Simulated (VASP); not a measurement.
# AlNi (Pm-3m) in VASP: a series of runs, part 2 of 3

VASP 6.6.1. The steps go on from the part before.

## 4. Electric field gradients, PBEsol, collinear spin, ferromagnetic start (volume scaled by 0.99)

Input file INCAR:

```
  ALGO = Normal
  EDIFF = 1E-8
  ENCUT = 520
  GGA = PS
  ISIF = 2
  ISMEAR = -1
  ISPIN = 2
  LASPH = T
  LCHARG = F
  LEFG = T
  LMAXMIX = 4
  LORBIT = 11
  LREAL = F
  LWAVE = F
  MAGMOM = 0 1.5
  NBANDS = 18
  NELM = 150
  PREC = Accurate
  SIGMA = 0.05
```

Input file KPOINTS:

```
k-points
0
Gamma
  13 13 13
```

Input file POSCAR:

```
AlNi
1.0
    2.8713644765      0.0000000000      0.0000000000
    0.0000000000      2.8713644765      0.0000000000
    0.0000000000      0.0000000000      2.8713644765
Al Ni
1 1
Direct
    0.0000000000      0.0000000000      0.0000000000
    0.5000000000      0.5000000000      0.5000000000
```

Potentials or basis: VASP PAW PBE potentials, release 64 (Al, Ni).

On the command line:

```bash
$ cat potpaw_PBE.64/Al/POTCAR potpaw_PBE.64/Ni/POTCAR > POTCAR
$ mpirun -np 1 vasp_std > vasp.out
```

OUTCAR:

```text
EDIFF = 1E-8
   ENCUT = 520
   GGA = PS
   ISIF = 2
   ISMEAR = -1
   ISPIN = 2
   LASPH = T
   LORBIT = 11
   LREAL = F
   NELM = 150
   PREC = Accurate

 ion  position               nearest neighbor table
   1  0.000  0.000  0.000-   2 2.49   2 2.49   2 2.49   2 2.49   2 2.49   2 2.49   2 2.49   2 2.49

   2  0.500  0.500  0.500-   1 2.49   1 2.49   1 2.49   1 2.49   1 2.49   1 2.49   1 2.49   1 2.49

  LATTYP: Found a simple cubic cell.
 ALAT       =     2.8713644765

  Lattice vectors:

 A1 = (   2.8713644765,   0.0000000000,   0.0000000000)
 A2 = (   0.0000000000,   2.8713644765,   0.0000000000)
 A3 = (   0.0000000000,   0.0000000000,   2.8713644765)

Analysis of symmetry for initial positions (statically):
=====================================================================
 Subroutine PRICEL returns:
 Original cell was already a primitive cell.

 Routine SETGRP: Setting up the symmetry group for a
 simple cubic supercell.

 Subroutine GETGRP returns: Found 48 space group operations
 (whereof 48 operations were pure point group operations)
 out of a pool of 48 trial point group operations.

The static configuration has the point symmetry O_h .

Analysis of symmetry for dynamics (positions and initial velocities):
=====================================================================
 Subroutine PRICEL returns:
 Original cell was already a primitive cell.

 Routine SETGRP: Setting up the symmetry group for a
 simple cubic supercell.

 Subroutine GETGRP returns: Found 48 space group operations
 (whereof 48 operations were pure point group operations)
 out of a pool of 48 trial point group operations.

The dynamic configuration has the point symmetry O_h .

Analysis of structural, dynamic, and magnetic symmetry:
=====================================================================
 Subroutine PRICEL returns:
 Original cell was already a primitive cell.

 Routine SETGRP: Setting up the symmetry group for a
 simple cubic supercell.

 Subroutine GETGRP returns: Found 48 space group operations
 (whereof 48 operations were pure point group operations)
 out of a pool of 48 trial point group operations.

The overall configuration has the point symmetry O_h .

 Subroutine INISYM returns: Found 48 space group operations
 (whereof 48 operations are pure point group operations),
 and found     1 'primitive' translations

----------------------------------------------------------------------------------------

                                     Primitive cell

  volume of cell :      23.6736

  direct lattice vectors                    reciprocal lattice vectors
     2.871364477  0.000000000  0.000000000     0.348266480  0.000000000  0.000000000
     0.000000000  2.871364477  0.000000000     0.000000000  0.348266480  0.000000000
     0.000000000  0.000000000  2.871364477     0.000000000  0.000000000  0.348266480

  length of vectors
[... 106 lines left out ...]
   LORBIT       =     11    0 simple, 1 ext, 2 COOP (PROOUT), +10 PAW based schemes
   GGA     = PS    functional components
   LHFCALC =     F    Hartree Fock is set to
   AEXX    =    0.0000 exact exchange contribution
   IVDW    =     0    specifies the selected vdW correction
   LEPSILON=     F    determine dielectric tensor
   LRPA    =     F    only Hartree local field effects (RPA)
 spin polarized calculation
  energy-cutoff  :      520.00
  volume of cell :       23.67
 maximum number of plane-waves:       655
 NGX is ok and might be reduce to    24
   NGX = 11   NGY = 11   NGZ = 11

 number of electron      13.0000014 magnetization       0.0005729

 number of electron      13.0000014 magnetization      -0.0000009

 Free energy of the ion-electron system (eV)
  ---------------------------------------------------
  ext. energy  EPLUGINS =         0.00000000
  ---------------------------------------------------
  free energy    TOTEN  =       -11.59230200 eV

  energy without entropy =      -11.58757733  energy(sigma->0) =      -11.58993967

 E-fermi :  10.0133     XC(G=0): -12.2149

 val. band max:        9.9640163134   @ k =   0.3846   0.2308   0.1538
 cond. band min:      10.0726791644   @ k =   0.3846   0.3077   0.1538
 fundamental gap:      0.1086628510
 Fermi energy:        10.0132589163

 spin component 1

 k-point     1 :       0.0000    0.0000    0.0000
  band No.  band energies     occupation
      1      -1.1747      1.00000
      2       6.7455      1.00000
      3       6.7455      1.00000
      4       8.4683      1.00000
      5       8.4683      1.00000
      6       8.4683      1.00000
[... 493 lines left out ...]
     17      32.0519      0.00000
     18      34.9729      0.00000

 [... further k-points ...]

 spin component 2

 k-point     1 :       0.0000    0.0000    0.0000
  band No.  band energies     occupation
      1      -1.1747      1.00000
      2       6.7455      1.00000
      3       6.7455      1.00000
      4       8.4683      1.00000
      5       8.4683      1.00000
      6       8.4683      1.00000
[... 493 lines left out ...]
     17      32.0519      0.00000
     18      34.9729      0.00000

 [... further k-points ...]
[... 5 lines left out ...]
  --------------------------------------------------------------------------------------
  -------------------------------------------------------------------------------------
  Total       -0.2320280     -0.2320280     -0.2320280      0.0000000     -0.0000000      0.0000000
  in kB      -15.7031232    -15.7031232    -15.7031232      0.0000000     -0.0000000      0.0000000
  external PRESSURE =     -15.7031232 kB  Pullay stress =       0.0000000 kB

 VOLUME and BASIS-vectors are now :
 -----------------------------------------------------------------------------
  energy-cutoff  :      520.00
  volume of cell :       23.67
      direct lattice vectors                 reciprocal lattice vectors
     2.871364477  0.000000000  0.000000000     0.348266480  0.000000000  0.000000000
     0.000000000  2.871364477  0.000000000     0.000000000  0.348266480  0.000000000
     0.000000000  0.000000000  2.871364477     0.000000000  0.000000000  0.348266480

 POSITION                                       TOTAL-FORCE (eV/Angst)
 -----------------------------------------------------------------------------------
      0.00000      0.00000      0.00000         0.000000      0.000000      0.000000
      1.43568      1.43568      1.43568         0.000000      0.000000      0.000000
 -----------------------------------------------------------------------------------
    total drift:                                0.000000      0.000000     -0.000000

  FREE ENERGIE OF THE ION-ELECTRON SYSTEM (eV)
  ---------------------------------------------------
  free  energy   TOTEN  =       -11.5923020014 eV

  energy  without entropy=      -11.5875773340  energy(sigma->0) =      -11.58993967

 Electric field gradients (V/A^2)
---------------------------------------------------------------------
 ion       V_xx      V_yy      V_zz      V_xy      V_xz      V_yz
---------------------------------------------------------------------
   1       0.000     0.000     0.000     0.000    -0.000     0.000
   2       0.000     0.000     0.000    -0.000     0.000    -0.000
---------------------------------------------------------------------

 Electric field gradients after diagonalization (V/A^2)
 (convention: |V_zz| > |V_xx| > |V_yy|)
----------------------------------------------------------------------
 ion       V_xx      V_yy      V_zz     asymmetry (V_yy - V_xx)/ V_zz
----------------------------------------------------------------------
   1       0.000     0.000     0.000      -0.230
   2       0.000     0.000     0.000      -0.311
----------------------------------------------------------------------

           NMR quadrupolar parameters

 Cq : quadrupolar parameter    Cq=e*Q*V_zz/h
 eta: asymmetry parameters     (V_yy - V_xx)/ V_zz
 Q  : nuclear electric quadrupole moment in mb (millibarn)
----------------------------------------------------------------------
 ion       Cq(MHz)       eta       Q (mb)
----------------------------------------------------------------------
   1       0.000      -0.230       1.000
   2       0.000      -0.311       1.000
----------------------------------------------------------------------

 total charge

# of ion       s       p       d       tot
------------------------------------------
    1        0.383   0.417   0.000   0.800
    2        0.484   0.529   8.483   9.496
--------------------------------------------------
tot          0.867   0.946   8.483  10.296

 magnetization (x)

# of ion       s       p       d       tot
------------------------------------------
    1        0.000   0.000   0.000   0.000
    2       -0.000   0.000   0.000   0.000
--------------------------------------------------
tot         -0.000   0.000   0.000   0.000
```

OSZICAR:

```text
N       E                     dE             d eps       ncg     rms          rms(c)
DAV:   1     0.443609366564E+02    0.44361E+02   -0.50600E+03  6248   0.759E+02
DAV:   2    -0.104787574978E+02   -0.54840E+02   -0.48286E+02  6656   0.162E+02
DAV:   3    -0.130627898613E+02   -0.25840E+01   -0.25308E+01  7264   0.362E+01
DAV:   4    -0.130967052679E+02   -0.33915E-01   -0.33886E-01  7044   0.366E+00
DAV:   5    -0.130974609662E+02   -0.75570E-03   -0.75565E-03  7110   0.597E-01    0.140E+01
DAV:   6    -0.157229344583E+02   -0.26255E+01   -0.48312E+01  6882   0.828E+01    0.181E+01
DAV:   7    -0.116256464447E+02    0.40973E+01   -0.14181E+01  6852   0.479E+01    0.202E+00
DAV:   8    -0.116063040869E+02    0.19342E-01   -0.40750E-01  7938   0.612E+00    0.111E+00
DAV:   9    -0.115923644816E+02    0.13940E-01   -0.36683E-02  7280   0.173E+00    0.646E-01
DAV:  10    -0.115924596524E+02   -0.95171E-04   -0.13717E-03  8176   0.342E-01    0.203E-01
DAV:  11    -0.115922490589E+02    0.21059E-03   -0.11660E-03  7712   0.286E-01    0.941E-02
DAV:  12    -0.115923072586E+02   -0.58200E-04   -0.15778E-04  7834   0.116E-01    0.432E-02
DAV:  13    -0.115923024478E+02    0.48108E-05   -0.11954E-05  8064   0.386E-02    0.161E-02
DAV:  14    -0.115923020570E+02    0.39079E-06   -0.20143E-06  8472   0.159E-02    0.572E-03
DAV:  15    -0.115923020518E+02    0.51923E-08   -0.22275E-07  8430   0.443E-03    0.197E-03
DAV:  16    -0.115923020086E+02    0.43261E-07   -0.62804E-09  3986   0.791E-04    0.620E-04
DAV:  17    -0.115923020014E+02    0.71491E-08   -0.10757E-09  3308   0.339E-04
   1 F= -.11592302E+02 E0= -.11589940E+02  d E =-.472467E-02  mag=    -0.0000
```

Run time: 30 s. Hardware: 1 thread of Intel Xeon Platinum 8559C (Emerald Rapids), shared host; peak memory 0.19 GiB.

What came out:

```
Free energy                                           : -11.5923 eV
Pressure                                              : -1.6 GPa
Net moment                                            : 0.00 μB per cell
Valence electrons inside the program's atomic spheres : Al 0.80; Ni 9.50
```

Levels at points of the mesh, in eV from the Fermi level:
Spin up:
```tsv
k point	band 2	band 3	band 4	band 5	band 6	band 7	band 8	band 9	band 10	band 11
(0.00, 0.00, 0.00)	-3.27	-3.27	-1.54	-1.54	-1.54	5.56	5.56	5.56	8.20	8.20
```
Spin down:
| k point | band 3 | band 4 | band 5 | band 6 | band 7 | band 8 | band 9 | band 10 |
| --- | --- | --- | --- | --- | --- | --- | --- | --- |
| (0.00, 0.00, 0.00) | -3.27 | -1.54 | -1.54 | -1.54 | 5.56 | 5.56 | 5.56 | 8.20 |

Caveat: the starting moments collapsed, and a magnetic state may lie lower; without QUAD_EFG the Cq values of the log hold for a quadrupole moment of 1 mb, not for the nuclei; the PAW data sets were made with another functional, which shifts forces and pressure a little.

(Part 2 of 3 ends here.)
